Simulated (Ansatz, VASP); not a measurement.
**Ge: VASP beside Ansatz**

```
Ge
1.0
     3.99565    0.00000    0.00000
    -1.99782    3.46033    0.00000
     0.00000    0.00000    6.70175
Ge
4
Direct
  0.66667 0.33333 0.06298
  0.33333 0.66667 0.56298
  0.66667 0.33333 0.43702
  0.33333 0.66667 0.93702
```

Change from the starting cell: strain +0.000 along x and y, +0.015 along z, atoms carried along.

Alike in both runs: task single point; functional r2SCAN; k mesh 12 × 12 × 6; occupations gaussian, width 0.03 eV; no spin polarisation.

```csv
,VASP,Ansatz
version,VASP 6.6.1,Ansatz 0.2.0
potentials or method,"VASP PAW PBE potentials, release 64 (Ge_d), cutoff 520 eV","scalar-relativistic, plane waves, PAW"
valence electrons in the cell,56,56
```

|  | VASP | Ansatz | Ansatz less VASP |
| --- | --- | --- | --- |
| gap on the k mesh at the Fermi level (eV) | 0.04 | 0.08 | +0.035 |
| least direct gap on the mesh (eV) | 0.04 | 0.08 | +0.035 |
| pressure (GPa) | -1.0 | -1.0 | -0.04 |
| traceless stress, the component that is largest in VASP (GPa) | -1.76 | -1.75 | +0.016 |
| rms of the force components (eV/Å) | 0.067 | 0.063 | -0.0041 |

VASP's potentials were made for PBE, not for r2SCAN. Atom by atom the forces differ by 0.004 eV/Å (rms over components).
